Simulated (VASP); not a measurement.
# LiF in VASP: a series of runs

LiF is run at these levels: r2SCAN; tasks: single point.

All numbers are computed with VASP 6.6.1; they aren't measurements. Logs are shortened: lines on timing, memory, paths and dates and some standing lists are left out, and cuts for length are marked.

### 1 The cell of the first run

Symmetry: I-4m2, No. 119, tetragonal system. Conventional cell: a = 3.013 Å, b = 3.013 Å, c = 4.332 Å, α = 90.00°, β = 90.00°, γ = 90.00°. Within 2.5 Å of Li (site symmetry -4m2) lie 4 F at 1.86 Å. Within 2.5 Å of F (site symmetry -4m2) lie 4 Li at 1.86 Å.

### 2 Single point, r2SCAN (epitaxial xy strain -0.7%)

POSCAR

```
LiF
1.0
    0.0000000000      2.1306705813      2.1659896067
    2.1306705813      0.0000000000      2.1659896067
    2.1306705813      2.1306705813      0.0000000000
Li F
1 1
Direct
    0.0000000000      0.0000000000      0.0000000000
    0.2500000000      0.2500000000      0.2500000000
```

INCAR.step1

```
ALGO     = Normal         # electronic algorithm
EDIFF    = 1E-4           # SCF threshold, eV
ENCUT    = 520            # plane-wave cutoff, eV
GGA      = PE             # functional
ISMEAR   = 0              # smearing method
LASPH    = True           # aspherical terms in the spheres
LCHARG   = False          # write CHGCAR
LREAL    = False          # projectors in reciprocal space
LWAVE    = True           # write WAVECAR
NBANDS   = 12             # bands
NELM     = 80             # most SCF steps
PREC     = Accurate       # precision mode
SIGMA    = 0.01           # smearing width, eV
```

INCAR.step2

```
ALGO     = Normal         # electronic algorithm
EDIFF    = 1E-6           # SCF threshold, eV
ENCUT    = 520            # plane-wave cutoff, eV
ISIF     = 2              # what is computed and relaxed
ISMEAR   = 0              # smearing method
ISTART   = 1            
LASPH    = True           # aspherical terms in the spheres
LCHARG   = False          # write CHGCAR
LMIXTAU  = True         
LREAL    = False          # projectors in reciprocal space
LWAVE    = False          # write WAVECAR
METAGGA  = R2SCAN         # meta-GGA
NBANDS   = 12             # bands
NELM     = 80             # most SCF steps
PREC     = Accurate       # precision mode
SIGMA    = 0.01           # smearing width, eV
```

KPOINTS

```
k-points
0
Gamma
  10 10 10
```

Potentials or basis: VASP PAW PBE potentials, release 64 (Li_sv, F).

Command:

```bash
$ cat potpaw_PBE.64/Li_sv/POTCAR potpaw_PBE.64/F/POTCAR > POTCAR
$ cp INCAR.step1 INCAR
$ mpirun -np 1 vasp_std > vasp.out
$ cp INCAR.step2 INCAR
$ mpirun -np 1 vasp_std > vasp.out
```

OUTCAR:

```text
EDIFF = 1E-6
   ENCUT = 520
   ISIF = 2
   ISMEAR = 0
   ISTART = 1
   LASPH = True
   LREAL = False
   METAGGA = R2SCAN
   NELM = 80
   PREC = Accurate

 ion  position               nearest neighbor table
   1  0.000  0.000  0.000-   2 1.86   2 1.86   2 1.86   2 1.86
   2  0.250  0.250  0.250-   1 1.86   1 1.86   1 1.86   1 1.86

  LATTYP: Found a body centered tetragonal cell.
 ALAT       =     3.0132232330
 C/A-ratio  =     1.4376562499

  Lattice vectors:

 A1 = (  -2.1306705813,   0.0000000000,   2.1659896067)
 A2 = (   2.1306705813,   0.0000000000,   2.1659896067)
 A3 = (   0.0000000000,   2.1306705813,  -2.1659896067)

Analysis of symmetry for initial positions (statically):
=====================================================================
 Subroutine PRICEL returns:
 Original cell was already a primitive cell.

 Routine SETGRP: Setting up the symmetry group for a
 body centered tetragonal supercell.

 Subroutine GETGRP returns: Found  8 space group operations
 (whereof  8 operations were pure point group operations)
 out of a pool of 16 trial point group operations.

The static configuration has the point symmetry D_2d.

Analysis of symmetry for dynamics (positions and initial velocities):
=====================================================================
 Subroutine PRICEL returns:
 Original cell was already a primitive cell.

 Routine SETGRP: Setting up the symmetry group for a
 body centered tetragonal supercell.

 Subroutine GETGRP returns: Found  8 space group operations
 (whereof  8 operations were pure point group operations)
 out of a pool of 16 trial point group operations.

The dynamic configuration has the point symmetry D_2d.

 Subroutine INISYM returns: Found  8 space group operations
 (whereof  8 operations are pure point group operations),
 and found     1 'primitive' translations

----------------------------------------------------------------------------------------

                                     Primitive cell

  volume of cell :      19.6661

  direct lattice vectors                    reciprocal lattice vectors
     0.000000000  2.130670581  2.165989607    -0.234667904  0.234667904  0.230841366
     2.130670581  0.000000000  2.165989607     0.234667904 -0.234667904  0.230841366
     2.130670581  2.130670581  0.000000000     0.234667904  0.234667904 -0.230841366

  length of vectors
     3.038300200  3.038300200  3.013223233     0.404259554  0.404259554  0.404259554

  position of ions in fractional coordinates (direct lattice)
     0.000000000  0.000000000  0.000000000
     0.250000000  0.250000000  0.250000000

  ion indices of the primitive-cell ions
   primitive index   ion index
                 1           1
                 2           2

----------------------------------------------------------------------------------------

 KPOINTS: k-points

Automatic generation of k-mesh.
 Grid dimensions read from file:
 generate k-points for:   10   10   10

 Generating k-lattice:

  Cartesian coordinates                     Fractional coordinates (reciprocal lattice)
    -0.023466790  0.023466790  0.023084137     0.100000000  0.000000000  0.000000000
     0.023466790 -0.023466790  0.023084137     0.000000000  0.100000000  0.000000000
     0.023466790  0.023466790 -0.023084137     0.000000000  0.000000000  0.100000000

  Length of vectors
     0.040425955  0.040425955  0.040425955

  Shift w.r.t. Gamma in fractional coordinates (k-lattice)
     0.000000000  0.000000000  0.000000000

 Subroutine IBZKPT returns following result:
 ===========================================

 Found    102 irreducible k-points:

 Following reciprocal coordinates:
            Coordinates               Weight
  0.000000  0.000000  0.000000      1.000000
  0.100000  0.000000  0.000000      8.000000
  0.200000  0.000000  0.000000      8.000000
  0.300000  0.000000  0.000000      8.000000
  0.400000  0.000000  0.000000      8.000000
  0.500000  0.000000  0.000000      4.000000
[... 16 lines left out ...]
  0.300000  0.300000  0.000000      2.000000
  0.400000  0.300000  0.000000      8.000000
 [... further k-points ...]
   k-points           NKPTS =    102   k-points in BZ     NKDIM =    102   number of bands    NBANDS=     12
   number of dos      NEDOS =    301   number of ions     NIONS =      2
   total plane-waves  NPLWV =  13824
   dimension x,y,z NGX =    24 NGY =   24 NGZ =   24
   dimension x,y,z NGXF=    48 NGYF=   48 NGZF=   48
   ions per type =               1   1
   NGX,Y,Z   is equivalent  to a cutoff of  13.13, 13.13, 13.24 a.u.
   NGXF,Y,Z  is equivalent  to a cutoff of  26.26, 26.26, 26.48 a.u.
 SYSTEM =  unknown system
   PREC   = accura    normal or accurate (medium, high low for compatibility)
   ISTART =      1    job   : 0-new  1-cont  2-samecut
   ICHARG =      0    charge: 1-file 2-atom 10-const
   ISPIN  =      1    spin polarized calculation?
   LNONCOLLINEAR =      F non collinear calculations
   LSORBIT =      F    spin-orbit coupling
   LASPH  =      T    aspherical Exc in radial PAW
   ENCUT  =  520.0 eV  38.22 Ry    6.18 a.u.   5.65  5.65  5.60*2*pi/ulx,y,z
   NELM   =     80;   NELMIN=  2; NELMDL=  0     # of ELM steps
   EDIFF  = 0.1E-05   stopping-criterion for ELM
   LREAL  =      F    real-space projection
   EDIFFG = 0.1E-04   stopping-criterion for IOM
   NSW    =      0    number of steps for IOM
   IBRION =     -1    ionic relax: 0-MD 1-quasi-New 2-CG
   NFREE  =      0    steps in history (QN), initial steepest desc. (CG)
   ISIF   =      2    stress and relaxation
   ISYM   =      2    0-nonsym 1-usesym 2-fastsym
   POTIM  = 0.5000    time-step for ionic-motion
   TEBEG  =    0.0;   TEEND  =   0.0 temperature during run
   PSTRESS=    0.0 pullay stress
   NELECT =      10.0000    total number of electrons
   NUPDOWN=      -1.0000    fix difference up-down
   EMIN   =  10.00;   EMAX   =-10.00  energy-range for DOS
   EFERMI =   0.00;   METHOD = LEGACY
   ISMEAR =     0;   SIGMA  =   0.01  broadening in eV -4-tet -1-fermi 0-gaus
   EFERMI_NEDOS =   21; number of points for ismear=-14 and -15
   IALGO  =     38    algorithm
   IMIX   =      4    mixing-type and parameters
     AMIX     =   0.40;   BMIX     =  1.00
     AMIX_MAG =   1.60;   BMIX_MAG =  1.00
  volume/ion in A,a.u.               =       9.83        66.36
  Fermi-wavevector in a.u.,A,eV,Ry     =   1.306678  2.469263 23.230680  1.707407
  Thomas-Fermi vector in A             =   2.437464
   LORBIT       =      0    0 simple, 1 ext, 2 COOP (PROOUT), +10 PAW based schemes
   METAGGA = R2SCAN    functional components
   LHFCALC =     F    Hartree Fock is set to
   AEXX    =    0.0000 exact exchange contribution
   IVDW    =     0    specifies the selected vdW correction
   LEPSILON=     F    determine dielectric tensor
   LRPA    =     F    only Hartree local field effects (RPA)
 non-spin polarized calculation
 Gauss-broadening in eV      SIGMA  =   0.01
  energy-cutoff  :      520.00
  volume of cell :       19.67
 maximum number of plane-waves:       544
   NGX = 11   NGY = 11   NGZ = 11

 number of electron       9.9999988 magnetization

 Free energy of the ion-electron system (eV)
  ---------------------------------------------------
  ext. energy  EPLUGINS =         0.00000000
  ---------------------------------------------------
  free energy    TOTEN  =       -11.80573785 eV

  energy without entropy =      -11.80573785  energy(sigma->0) =      -11.80573785

 E-fermi :  -3.0422     XC(G=0):  -9.4047

 val. band max:       -3.1340810546   @ k =   0.0000   0.0000   0.0000
 cond. band min:       5.6320017352   @ k =   0.0000   0.0000   0.0000
 fundamental gap:      8.7660827898
 Fermi energy:        -3.0421913877

 k-point     1 :       0.0000    0.0000    0.0000
  band No.  band energies     occupation
      1     -44.5868      2.00000
      2     -23.6039      2.00000
      3      -3.1630      2.00000
      4      -3.1341      2.00000
      5      -3.1341      2.00000
      6       5.6320      0.00000
      7      17.9414      0.00000
      8      17.9418      0.00000
      9      17.9631      0.00000
     10      25.8707      0.00000
     11      26.3459      0.00000
     12      26.3459      0.00000

 k-point     2 :       0.1000    0.0000    0.0000
  band No.  band energies     occupation
      1     -44.5830      2.00000
      2     -23.5887      2.00000
      3      -3.3606      2.00000
      4      -3.1805      2.00000
      5      -3.1581      2.00000
      6       5.9145      0.00000
      7      17.6631      0.00000
      8      18.0033      0.00000
      9      18.0114      0.00000
     10      24.5701      0.00000
     11      25.0408      0.00000
     12      25.1410      0.00000

 k-point     3 :       0.2000    0.0000    0.0000
  band No.  band energies     occupation
      1     -44.5732      2.00000
      2     -23.5480      2.00000
      3      -3.8919      2.00000
      4      -3.2525      2.00000
      5      -3.2198      2.00000
      6       6.6920      0.00000
      7      16.6816      0.00000
      8      17.9827      0.00000
      9      18.0777      0.00000
     10      23.8424      0.00000
     11      24.1852      0.00000
     12      24.3631      0.00000

 k-point     4 :       0.3000    0.0000    0.0000
  band No.  band energies     occupation
      1     -44.5610      2.00000
      2     -23.4961      2.00000
      3      -4.4957      2.00000
      4      -3.3384      2.00000
      5      -3.2940      2.00000
      6       7.8102      0.00000
      7      15.2036      0.00000
      8      17.7174      0.00000
      9      17.9178      0.00000
     10      24.0036      0.00000
     11      24.2108      0.00000
     12      24.5734      0.00000

 k-point     5 :       0.4000    0.0000    0.0000
  band No.  band energies     occupation
      1     -44.5510      2.00000
      2     -23.4528      2.00000
      3      -4.9510      2.00000
      4      -3.4061      2.00000
      5      -3.3526      2.00000
      6       9.0386      0.00000
      7      13.7202      0.00000
      8      17.3813      0.00000
      9      17.6428      0.00000
     10      24.5248      0.00000
     11      24.8424      0.00000
     12      24.8451      0.00000
[... 228 lines left out ...]
      1     -44.5474      2.00000
      2     -23.4377      2.00000
      3      -4.7725      2.00000
      4      -3.7743      2.00000
      5      -3.3816      2.00000
      6       9.1994      0.00000
      7      13.3600      0.00000
      8      17.2122      0.00000
      9      18.1301      0.00000
     10      23.0954      0.00000
     11      23.6850      0.00000
     12      28.9111      0.00000

 k-point    22 :      -0.2000    0.2000    0.0000
  band No.  band energies     occupation
      1     -44.5566      2.00000
      2     -23.4771      2.00000
      3      -4.4622      2.00000
      4      -3.6549      2.00000
      5      -3.2739      2.00000
      6       8.1094      0.00000
      7      14.7852      0.00000
      8      17.2547      0.00000
      9      18.4965      0.00000
     10      22.5170      0.00000
     11      23.5254      0.00000
     12      28.4554      0.00000

 k-point    23 :       0.3000    0.3000    0.0000
  band No.  band energies     occupation
      1     -44.5532      2.00000
      2     -23.4717      2.00000
      3      -4.1867      2.00000
      4      -3.6488      2.00000
      5      -3.6487      2.00000
      6       7.6665      0.00000
      7      15.5772      0.00000
      8      17.7940      0.00000
      9      17.7944      0.00000
     10      19.2798      0.00000
     11      27.1115      0.00000
     12      30.8432      0.00000

 k-point    24 :       0.4000    0.3000    0.0000
  band No.  band energies     occupation
      1     -44.5454      2.00000
      2     -23.4392      2.00000
      3      -4.4259      2.00000
      4      -3.7534      2.00000
      5      -3.7294      2.00000
      6       8.1745      0.00000
      7      14.4441      0.00000
      8      17.8297      0.00000
      9      17.8486      0.00000
     10      19.8417      0.00000
     11      26.6913      0.00000
     12      30.4902      0.00000

 [... further k-points ...]

------------------------ aborting loop because EDIFF is reached ----------------------------------------

  FORCE on cell =-STRESS in cart. coord.  units (eV):
  Direction    XX          YY          ZZ          XY          YZ          ZX
  --------------------------------------------------------------------------------------
  -------------------------------------------------------------------------------------
  Total        0.0063389      0.0063389     -0.0569317      0.0000000     -0.0000000     -0.0000000
  in kB        0.5164257      0.5164257     -4.6381582      0.0000000     -0.0000000     -0.0000000
  external PRESSURE =      -1.2017689 kB  Pullay stress =       0.0000000 kB

 VOLUME and BASIS-vectors are now :
 -----------------------------------------------------------------------------
  energy-cutoff  :      520.00
  volume of cell :       19.67
      direct lattice vectors                 reciprocal lattice vectors
     0.000000000  2.130670581  2.165989607    -0.234667904  0.234667904  0.230841366
     2.130670581  0.000000000  2.165989607     0.234667904 -0.234667904  0.230841366
     2.130670581  2.130670581  0.000000000     0.234667904  0.234667904 -0.230841366

 POSITION                                       TOTAL-FORCE (eV/Angst)
 -----------------------------------------------------------------------------------
      0.00000      0.00000      0.00000        -0.000000     -0.000000      0.000000
      1.06534      1.06534      1.08299         0.000000      0.000000      0.000000
 -----------------------------------------------------------------------------------
    total drift:                                0.000000      0.000000     -0.000000

  FREE ENERGIE OF THE ION-ELECTRON SYSTEM (eV)
  ---------------------------------------------------
  free  energy   TOTEN  =       -11.8057378459 eV

  energy  without entropy=      -11.8057378459  energy(sigma->0) =      -11.80573785
```

It took 35 s on 1 thread of Intel Xeon 6975P-C (Granite Rapids), shared host; peak memory 0.15 GiB.

Results:

- Free energy: -11.8057 eV
- Band gap on the k mesh: 8.77 eV, direct

Caveat: the cell differs from its parent crystal (epitaxial xy strain -0.7%); the cutoff is under 1.25 times the usual one of these potentials, so pressure, stress and relaxed cells hold a basis-set (Pulay) error; the PAW data sets were made with another functional, which shifts forces and pressure a little. A k mesh can miss the band edges.

### 3 Single point, r2SCAN (strain along [111] +5.4%)

POSCAR

```
LiF
1.0
    0.0769200317      2.2215305816      2.2215305816
    2.2215305816      0.0769200317      2.2215305816
    2.2215305816      2.2215305816      0.0769200317
Li F
1 1
Direct
    0.0025563095      0.0025563095      0.0025563095
    0.2474436905      0.2474436905      0.2474436905
```

INCAR.step1

```
PREC = Accurate
ENCUT = 520
ISMEAR = 0
SIGMA = 0.01
LREAL = F
LASPH = T
NELM = 100
NBANDS = 12
GGA = PE
ALGO = Normal
EDIFF = 1E-4
LWAVE = T
LCHARG = F
```

INCAR.step2

```
PREC = Accurate
ENCUT = 520
EDIFF = 1E-7
ISMEAR = 0
SIGMA = 0.01
LREAL = F
LASPH = T
NELM = 100
ALGO = Normal
ISIF = 2
LWAVE = F
LCHARG = T
METAGGA = R2SCAN
LMIXTAU = T
LELF = T
LVHAR = T
NBANDS = 12
ISTART = 1
```

KPOINTS

```
regular mesh
0
Gamma
  10 10 10
```

Potentials or basis: VASP PAW PBE potentials, release 64 (Li_sv, F).

Command:

```bash
$ cat potpaw_PBE.64/Li_sv/POTCAR potpaw_PBE.64/F/POTCAR > POTCAR
$ cp INCAR.step1 INCAR
$ mpirun -np 1 vasp_std > vasp.out
$ cp INCAR.step2 INCAR
$ mpirun -np 1 vasp_std > vasp.out
```

It took 43 s on 1 thread of Intel Xeon 6975P-C (Granite Rapids), shared host; peak memory 0.15 GiB.

The run converged. Its results:

* Free energy: -11.7888 eV
* Largest force: 0.008 eV/Å
* Band gap on the k mesh: 8.39 eV, direct

Forces in eV/Å, atoms in the order of the input:
```
Li  -0.004 -0.004 -0.004
F    0.004  0.004  0.004
```

Levels at points of the mesh, in eV from the valence-band top:
```
           k point  band 3  band 4  band 5  band 6  band 7  band 8
(0.00, 0.00, 0.00)   -0.18    0.00    0.00    8.39   19.76   20.94
(0.50, 0.00, 0.00)   -1.90   -0.38   -0.28   12.50   15.53   19.63
(0.50, 0.50, 0.00)   -1.37   -0.89   -0.70   11.10   16.50   20.01
(0.50, 0.50, 0.50)   -1.88   -0.19   -0.19   12.20   15.28   20.57
```

Caveat: the cell differs from its parent crystal (strain along [111] +5.4%); the cutoff is under 1.25 times the usual one of these potentials, so pressure, stress and relaxed cells hold a basis-set (Pulay) error; the PAW data sets were made with another functional, which shifts forces and pressure a little. A k mesh can miss the band edges.
